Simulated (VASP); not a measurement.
Write the native input for VASP 6.6.1 that does the following.

| Item | Value |
| --- | --- |
| Task | single point |
| Functional | PBEsol |
| Potentials or basis | VASP PAW PBE potentials, release 64 (In_d, Se) |
| Cutoff | 520 eV |
| k mesh | 6 × 6 × 6 |
| Occupations | gaussian, width 0.01 eV |
| Spin | no spin polarisation |
| Dipole correction | no |
| Further INCAR settings | ALGO = Normal; EDIFF = 1e-06; NBANDS = 27 |

The structure of InSe lies in POSCAR:

```
InSe
1.0
    2.0000000000      1.1547005400      8.4400000000
   -2.0000000000      1.1547005400      8.4400000000
    0.0000000000     -2.3094010800      8.4400000000
In Se
2 2
Direct
    0.0000000000      0.0000000000      0.0000000000
    0.1114000000      0.1114000000      0.1114000000
    0.6165000000      0.6165000000      0.6165000000
    0.8281000000      0.8281000000      0.8281000000
```

The input as run:

INCAR

```
SYSTEM = InSe
PREC     = Accurate       ! precision mode
ENCUT    = 520            ! plane-wave cutoff, eV
EDIFF    = 1E-6           ! SCF threshold, eV
ISMEAR   = 0              ! smearing method
SIGMA    = 0.01           ! smearing width, eV
LREAL    = .FALSE.        ! projectors in reciprocal space
LASPH    = .TRUE.         ! aspherical terms in the spheres
NELM     = 100            ! most SCF steps
ALGO     = Normal         ! electronic algorithm
ISIF     = 2              ! what is computed and relaxed
LWAVE    = .FALSE.        ! write WAVECAR
LCHARG   = .TRUE.         ! write CHGCAR
GGA      = PS             ! functional
LELF     = .TRUE.         ! ELF
LVHAR    = .TRUE.       
NBANDS   = 27             ! bands
```

KPOINTS

```
Automatic mesh
0
G
  6 6 6
  0 0 0
```

Potentials or basis: VASP PAW PBE potentials, release 64 (In_d, Se).

Command:

```bash
$ cat potpaw_PBE.64/In_d/POTCAR potpaw_PBE.64/Se/POTCAR > POTCAR
$ mpirun -np 1 vasp_std > vasp.out
```

Results of the run:

```yaml
Pressure: 0.2 GPa
Largest_force: 0.318 eV/Å
Band_gap_on_the_k_mesh: 0.33 eV, direct
```

Caveat: the PAW data sets were made with another functional, which shifts forces and pressure a little; spin-orbit coupling is left out, which moves the levels of the heavy elements.

Run time: 9.7 min on 1 thread of AMD EPYC 7R13 Processor (Zen 3), on a shared host, peak memory 0.64 GiB.
